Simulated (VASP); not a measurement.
Here is a VASP 6.6.1 calculation.

INCAR

```
ALGO = Normal ; EDIFF = 1E-7
ENCUT = 520 ; GGA = PE
GGA_COMPAT = F ; ISIF = 2
ISMEAR = -1 ; LASPH = T
LCHARG = F ; LORBIT = 11
LORBMOM = T ; LREAL = F
LSORBIT = T ; LWAVE = F
MAGMOM = 0 0 0 0 0 0 ; NBANDS = 30
NELM = 150 ; PREC = Accurate
SIGMA = 0.05
```

Contents of KPOINTS:

```
k-points
0
Gamma
  5 5 5
```

POSCAR

```
HgTe
1.0
    0.0000000000      3.1800000000      3.1800000000
    3.1800000000      0.0000000000      3.1800000000
    3.1800000000      3.1800000000      0.0000000000
Hg Te
1 1
Direct
    0.0000000000      0.0000000000      0.0000000000
    0.5000000000      0.5000000000      0.5000000000
```

Potentials or basis: VASP PAW PBE potentials, release 64 (Hg, Te).

The run is started by

```bash
$ cat potpaw_PBE.64/Hg/POTCAR potpaw_PBE.64/Te/POTCAR > POTCAR
$ mpirun -np 1 vasp_ncl > vasp.out
```

(1) Estimate the net moment.

(2) What does it give for the pressure?

Answers

(1) 0.00 μB per cell.

(2) -3.5 GPa.
